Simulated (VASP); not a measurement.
# Li7ZrH8 (a cell with a defect) in VASP: further runs

Li7ZrH8 (a cell with a defect) is run at these levels: PBEsol; tasks: single point.

Everything below comes from runs of VASP 6.6.1. Logs are shortened: lines on timing, memory, paths and dates and some standing lists are left out, and cuts for length are marked.

## 1. The cell of the first run

The cell holds a defect, 16 atoms: a = 5.629 Å, b = 5.629 Å, c = 5.629 Å, α = 60.00°, β = 60.00°, γ = 60.00°.

## 2. Single point, PBEsol

Input file INCAR:

```
PREC = Accurate ; ENCUT = 650
EDIFF = 1E-6 ; ISMEAR = -1
SIGMA = 0.05 ; LREAL = Auto
LASPH = True ; NELM = 120
ALGO = Normal ; ISIF = 2
LWAVE = False ; LCHARG = True
GGA = PS ; LELF = True
LVHAR = True ; NELECT = 38.0
NBANDS = 34 ; GGA_COMPAT = False
ISYM = -1
```

Input file KPOINTS:

```
explicit points
4
Reciprocal
  0.25000000   0.25000000   0.25000000 2
  0.25000000   0.25000000   0.75000000 2
  0.25000000   0.75000000   0.25000000 2
  0.25000000   0.75000000   0.75000000 2
```

Input file POSCAR:

```
Li7ZrH8
1.0
    0.0000000000      3.9799680000      3.9799680000
    3.9799680000      0.0000000000      3.9799680000
    3.9799680000      3.9799680000      0.0000000000
H Li Zr
8 7 1
Direct
    0.7448680000      0.2449130000      0.2543120000
    0.2507480000      0.7499620000      0.7558980000
    0.2426050000      0.7548140000      0.2553160000
    0.7561450000      0.2439500000      0.7499230000
    0.2598760000      0.2442070000      0.7490430000
    0.7497530000      0.7395820000      0.2505380000
    0.2520280000      0.2509170000      0.2415990000
    0.7369170000      0.7510720000      0.7523750000
    0.9963410000      0.0033010000      0.0018570000
    0.9927990000      0.0048960000      0.5017110000
    0.4994560000      0.5040020000      0.9969970000
    0.0061280000      0.4992810000      0.9938230000
    0.4987640000      0.9997190000      0.5009490000
    0.5055710000      0.0014840000      0.9953430000
    0.9950660000      0.4993110000      0.5044200000
    0.4998080000      0.5013420000      0.4994530000
```

Potentials or basis: VASP PAW PBE potentials, release 64 (H, Li_sv, Zr_sv).

The run is started by

```bash
cat potpaw_PBE.64/H/POTCAR potpaw_PBE.64/Li_sv/POTCAR potpaw_PBE.64/Zr_sv/POTCAR > POTCAR
mpirun -np 1 vasp_std > vasp.out
```

OUTCAR:

```text
PREC = Accurate
   ENCUT = 650
   EDIFF = 1E-6
   ISMEAR = -1
   LREAL = Auto
   LASPH = True
   NELM = 120
   ISIF = 2
   GGA = PS
   NELECT = 38.0
   ISYM = -1

 ion  position               nearest neighbor table
   1  0.745  0.245  0.254-  16 2.00
   2  0.251  0.750  0.756-  16 2.01
   3  0.243  0.755  0.255-  16 2.00
   4  0.756  0.244  0.750-  16 2.02
   5  0.260  0.244  0.749-  16 1.98
   6  0.750  0.740  0.251-  16 1.94
   7  0.252  0.251  0.242-
   8  0.737  0.751  0.752-
   9  0.996  0.003  0.002-
  10  0.993  0.005  0.502-  16 2.78  16 2.84
  11  0.499  0.504  0.997-  16 2.81  16 2.82
  12  0.006  0.499  0.994-  16 2.78  16 2.85
  13  0.499  1.000  0.501-  16 2.81  16 2.82
  14  0.506  0.001  0.995-  16 2.80  16 2.83
  15  0.995  0.499  0.504-  16 2.80  16 2.83
  16  0.500  0.501  0.499-   6 1.94   5 1.98   3 2.00   1 2.00   2 2.01   4 2.02  12 2.78  10 2.78
                            15 2.80  14 2.80  13 2.81  11 2.81  11 2.82  13 2.82  14 2.83  15 2.83

IMPORTANT INFORMATION: All symmetrisations will be switched off!
NOSYMM: (Re-)initialisation of all symmetry stuff for point group C_1.

----------------------------------------------------------------------------------------

                                     Primitive cell

  volume of cell :     126.0865

  direct lattice vectors                    reciprocal lattice vectors
     0.000000000  3.979968000  3.979968000    -0.125629151  0.125629151  0.125629151
     3.979968000  0.000000000  3.979968000     0.125629151 -0.125629151  0.125629151
     3.979968000  3.979968000  0.000000000     0.125629151  0.125629151 -0.125629151

  length of vectors
     5.628524723  5.628524723  5.628524723     0.217596072  0.217596072  0.217596072

  position of ions in fractional coordinates (direct lattice)
     0.744868000  0.244913000  0.254312000
     0.250748000  0.749962000  0.755898000
     0.242605000  0.754814000  0.255316000
     0.756145000  0.243950000  0.749923000
     0.259876000  0.244207000  0.749043000
     0.749753000  0.739582000  0.250538000
[... 8 lines left out ...]
     0.995066000  0.499311000  0.504420000
     0.499808000  0.501342000  0.499453000

  ion indices of the primitive-cell ions
   primitive index   ion index
                 1           1
                 2           2
                 3           3
                 4           4
                 5           5
                 6           6
[... 8 lines left out ...]
                15          15
                16          16

----------------------------------------------------------------------------------------

 KPOINTS: explicit points

Read explicit list of k-points.

 Found      4 k-points:

 Following reciprocal coordinates:
            Coordinates               Weight
  0.250000  0.250000  0.250000      0.250000
  0.250000  0.250000  0.750000      0.250000
  0.250000  0.750000  0.250000      0.250000
  0.250000  0.750000  0.750000      0.250000
   k-points           NKPTS =      4   k-points in BZ     NKDIM =      4   number of bands    NBANDS=     34
   number of dos      NEDOS =    301   number of ions     NIONS =     16
   total plane-waves  NPLWV = 110592
   dimension x,y,z NGX =    48 NGY =   48 NGZ =   48
   dimension x,y,z NGXF=    96 NGYF=   96 NGZF=   96
   ions per type =               8   7   1
   NGX,Y,Z   is equivalent  to a cutoff of  14.18, 14.18, 14.18 a.u.
   NGXF,Y,Z  is equivalent  to a cutoff of  28.35, 28.35, 28.35 a.u.
 SYSTEM =  unknown system
   PREC   = accura    normal or accurate (medium, high low for compatibility)
   ISTART =      0    job   : 0-new  1-cont  2-samecut
   ICHARG =      2    charge: 1-file 2-atom 10-const
   ISPIN  =      1    spin polarized calculation?
   LNONCOLLINEAR =      F non collinear calculations
   LSORBIT =      F    spin-orbit coupling
   LASPH  =      T    aspherical Exc in radial PAW
   ENCUT  =  650.0 eV  47.77 Ry    6.91 a.u.  11.70 11.70 11.70*2*pi/ulx,y,z
   NELM   =    120;   NELMIN=  2; NELMDL= -5     # of ELM steps
   EDIFF  = 0.1E-05   stopping-criterion for ELM
   LREAL  =      T    real-space projection
   EDIFFG = 0.1E-04   stopping-criterion for IOM
   NSW    =      0    number of steps for IOM
   IBRION =     -1    ionic relax: 0-MD 1-quasi-New 2-CG
   NFREE  =      0    steps in history (QN), initial steepest desc. (CG)
   ISIF   =      2    stress and relaxation
   ISYM   =     -1    0-nonsym 1-usesym 2-fastsym
   POTIM  = 0.5000    time-step for ionic-motion
   TEBEG  =    0.0;   TEEND  =   0.0 temperature during run
   PSTRESS=    0.0 pullay stress
   NELECT =      38.0000    total number of electrons
   NUPDOWN=      -1.0000    fix difference up-down
   EMIN   =  10.00;   EMAX   =-10.00  energy-range for DOS
   EFERMI =   0.00;   METHOD = LEGACY
   ISMEAR =    -1;   SIGMA  =   0.05  broadening in eV -4-tet -1-fermi 0-gaus
   EFERMI_NEDOS =   21; number of points for ismear=-14 and -15
   IALGO  =     38    algorithm
   IMIX   =      4    mixing-type and parameters
     AMIX     =   0.40;   BMIX     =  1.00
     AMIX_MAG =   1.60;   BMIX_MAG =  1.00
  volume/ion in A,a.u.               =       7.88        53.18
  Fermi-wavevector in a.u.,A,eV,Ry     =   1.097606  2.074174 16.391467  1.204739
  Thomas-Fermi vector in A             =   2.233969
   LORBIT       =      0    0 simple, 1 ext, 2 COOP (PROOUT), +10 PAW based schemes
   GGA     = PS    functional components
   LHFCALC =     F    Hartree Fock is set to
   AEXX    =    0.0000 exact exchange contribution
   IVDW    =     0    specifies the selected vdW correction
   LEPSILON=     F    determine dielectric tensor
   LRPA    =     F    only Hartree local field effects (RPA)
 non-spin polarized calculation
  energy-cutoff  :      650.00
  volume of cell :      126.09
 maximum number of plane-waves:      4756
 NGX is ok and might be reduce to    48
   NGX = 23   NGY = 23   NGZ = 23

 number of electron      37.9999996 magnetization

 Free energy of the ion-electron system (eV)
  ---------------------------------------------------
  ext. energy  EPLUGINS =         0.00000000
  ---------------------------------------------------
  free energy    TOTEN  =       -63.55171863 eV

  energy without entropy =      -63.55171498  energy(sigma->0) =      -63.55171681

 E-fermi :   2.0126     XC(G=0):  -8.9285

 val. band max:        1.4010294125   @ k =   0.2500   0.2500   0.2500
 cond. band min:       2.6849527807   @ k =   0.2500   0.2500   0.7500
 fundamental gap:      1.2839233682
 Fermi energy:         2.0125956291

 k-point     1 :       0.2500    0.2500    0.2500
  band No.  band energies     occupation
      1     -47.1873      2.00000
      2     -41.1942      2.00000
      3     -40.9989      2.00000
      4     -40.9695      2.00000
      5     -40.9500      2.00000
      6     -40.9258      2.00000
[... 23 lines left out ...]
     30       9.5895      0.00000
     31      10.0838      0.00000

 k-point     2 :       0.2500    0.2500    0.7500
  band No.  band energies     occupation
      1     -47.1872      2.00000
      2     -41.1936      2.00000
      3     -40.9952      2.00000
      4     -40.9731      2.00000
      5     -40.9483      2.00000
      6     -40.9273      2.00000
[... 23 lines left out ...]
     30      10.1795      0.00000
     31      10.4050      0.00000

 k-point     3 :       0.2500    0.7500    0.2500
  band No.  band energies     occupation
      1     -47.1872      2.00000
      2     -41.1936      2.00000
      3     -40.9937      2.00000
      4     -40.9750      2.00000
      5     -40.9487      2.00000
      6     -40.9268      2.00000
[... 23 lines left out ...]
     30      10.0929      0.00000
     31      10.4414      0.00000

 k-point     4 :       0.2500    0.7500    0.7500
  band No.  band energies     occupation
      1     -47.1872      2.00000
      2     -41.1936      2.00000
      3     -40.9974      2.00000
      4     -40.9690      2.00000
      5     -40.9479      2.00000
      6     -40.9289      2.00000
[... 23 lines left out ...]
     30      10.0823      0.00000
     31      10.3564      0.00000
 [bands above 31 left out]

------------------------ aborting loop because EDIFF is reached ----------------------------------------

  FORCE on cell =-STRESS in cart. coord.  units (eV):
  Direction    XX          YY          ZZ          XY          YZ          ZX
  --------------------------------------------------------------------------------------
  -------------------------------------------------------------------------------------
  Total      -11.6621383    -11.7011313    -10.4282760     -0.4371537     -0.2358755     -0.3812028
  in kB     -148.1903874   -148.6858698   -132.5117421     -5.5548971     -2.9972621     -4.8439308
  external PRESSURE =    -143.1293331 kB  Pullay stress =       0.0000000 kB

 VOLUME and BASIS-vectors are now :
 -----------------------------------------------------------------------------
  energy-cutoff  :      650.00
  volume of cell :      126.09
      direct lattice vectors                 reciprocal lattice vectors
     0.000000000  3.979968000  3.979968000    -0.125629151  0.125629151  0.125629151
     3.979968000  0.000000000  3.979968000     0.125629151 -0.125629151  0.125629151
     3.979968000  3.979968000  0.000000000     0.125629151  0.125629151 -0.125629151

 POSITION                                       TOTAL-FORCE (eV/Angst)
 -----------------------------------------------------------------------------------
      1.98690      3.97670      3.93930        -0.055680     -0.018594      0.031279
      5.99327      4.00642      3.98279        -0.015476     -0.071476     -0.033963
      4.02029      1.98171      3.96970        -0.074410     -0.058573     -0.042606
      3.95558      5.99410      3.98035         0.070595     -0.063284      0.016004
      3.95310      4.01547      2.00623        -0.003761     -0.104018     -0.254942
      3.94065      3.98113      5.92751         0.027801      0.040680      0.514847
[... 8 lines left out ...]
      3.99482      5.96791      5.94757        -0.083371      0.042717      0.127862
      3.98313      3.97703      3.98454         0.119555     -0.155092     -0.021023
 -----------------------------------------------------------------------------------
    total drift:                               -0.006042      0.007635     -0.009957

  FREE ENERGIE OF THE ION-ELECTRON SYSTEM (eV)
  ---------------------------------------------------
  free  energy   TOTEN  =       -63.5517186271 eV

  energy  without entropy=      -63.5517149830  energy(sigma->0) =      -63.55171681
```

Wall time 46 s (1 thread of Intel Xeon Platinum 8488C (Sapphire Rapids), shared host); peak memory 0.31 GiB.

What came out:

* Free energy: -63.5517 eV
* Largest force: 0.517 eV/Å

Forces on the atoms (eV/Å):
```
H   -0.056 -0.019  0.031
H   -0.015 -0.071 -0.034
H   -0.074 -0.059 -0.043
H    0.071 -0.063  0.016
H   -0.004 -0.104 -0.255
H    0.028  0.041  0.515
H    0.056  0.078 -0.014
H   -0.102  0.084  0.040
Li  -0.044  0.080 -0.006
Li  -0.174  0.121  0.021
Li   0.069  0.057 -0.102
Li   0.153 -0.003 -0.155
Li   0.025 -0.064  0.012
Li   0.032  0.033 -0.133
Li  -0.083  0.043  0.128
Zr   0.120 -0.155 -0.021
```

Caveat: the cell carries a net charge on a neutralising background, which shifts energy and pressure; the cell is charged against a uniform background, so pressure and absolute levels hang on convention; the PAW data sets were made with another functional, which shifts forces and pressure a little.

## 3. Single point, PBEsol

Input file INCAR:

```
ALGO     = Normal         # electronic algorithm
EDIFF    = 1E-6           # SCF threshold, eV
ENCUT    = 650            # plane-wave cutoff, eV
GGA      = PS             # functional
GGA_COMPAT= False        
ISIF     = 2              # what is computed and relaxed
ISMEAR   = -1             # smearing method
ISYM     = -1           
LASPH    = True           # aspherical terms in the spheres
LCHARG   = False          # write CHGCAR
LREAL    = Auto         
LWAVE    = False          # write WAVECAR
NBANDS   = 34             # bands
NELECT   = 38.0         
NELM     = 120            # most SCF steps
PREC     = Accurate       # precision mode
SIGMA    = 0.05           # smearing width, eV
```

KPOINTS is that of step 2.

POSCAR is that of step 2.

Potentials or basis: VASP PAW PBE potentials, release 64 (H, Li_sv, Zr_sv).

The run is started by

```bash
cat potpaw_PBE.64/H/POTCAR potpaw_PBE.64/Li_sv/POTCAR potpaw_PBE.64/Zr_sv/POTCAR > POTCAR
mpirun -np 1 vasp_std > vasp.out
```

Run time: 43 s. Hardware: 1 thread of Intel Xeon Platinum 8488C (Sapphire Rapids), shared host; peak memory 0.31 GiB.

It converged, with:

```
Free energy   : -63.5517 eV
Largest force : 0.517 eV/Å
```

Forces in eV/Å, atoms in the order of the input:
```
H   -0.056 -0.019  0.031
H   -0.015 -0.071 -0.034
H   -0.074 -0.059 -0.043
H    0.071 -0.063  0.016
H   -0.004 -0.104 -0.255
H    0.028  0.041  0.515
H    0.056  0.078 -0.014
H   -0.102  0.084  0.040
Li  -0.044  0.080 -0.006
Li  -0.174  0.121  0.021
Li   0.069  0.057 -0.102
Li   0.153 -0.003 -0.155
Li   0.025 -0.064  0.012
Li   0.032  0.033 -0.133
Li  -0.083  0.043  0.128
Zr   0.120 -0.155 -0.021
```

Levels at points of the mesh, in eV from the Fermi level:
```csv
k point,band 17,band 18,band 19,band 20,band 21,band 22
"(0.25, 0.25, 0.25)",-1.99,-1.96,-0.61,0.73,0.73,1.24
```

Caveat: the cell carries a net charge on a neutralising background, which shifts energy and pressure; the cell is charged against a uniform background, so pressure and absolute levels hang on convention; the PAW data sets were made with another functional, which shifts forces and pressure a little.
